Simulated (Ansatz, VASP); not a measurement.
Two plane-wave programs on PtSe2

```
Se Pt
1.0
     3.70704    0.00000    0.00000
    -1.85352    3.21039    0.00000
     0.00000    0.00000   22.79816
Se Pt
4 2
Direct
  0.66667 0.33333 0.19738
  0.33333 0.66667 0.31358
  0.50000 0.00000 0.45000
  0.83333 0.66667 0.56619
  0.00000 0.00000 0.25548
  0.16667 0.33333 0.50809
```

Alike in both runs: task single point; functional PBE; dispersion D3(BJ); k mesh 9 × 9 × 1; occupations gaussian, width 0.05 eV; no spin polarisation.

|  | VASP | Ansatz |
| --- | --- | --- |
| version | VASP 6.6.1 | Ansatz 0.2.0 |
| potentials or method | VASP PAW PBE potentials, release 64 (Se, Pt), cutoff 520 eV | scalar-relativistic, plane waves, PAW |
| valence electrons in the cell | 44 | 100 |

```tsv
	VASP	Ansatz	Ansatz less VASP
gap on the k mesh at the Fermi level (eV)	0.64	0.65	+0.009
least direct gap on the mesh (eV)	0.90	0.91	+0.009
rms of the force components (eV/Å)	0.076	0.076	+0.0003
```

VASP's potentials hold 44 valence electrons a cell and Ansatz's 100, so a difference there can come from the potentials and not from the codes.

Spin-orbit coupling is off throughout.
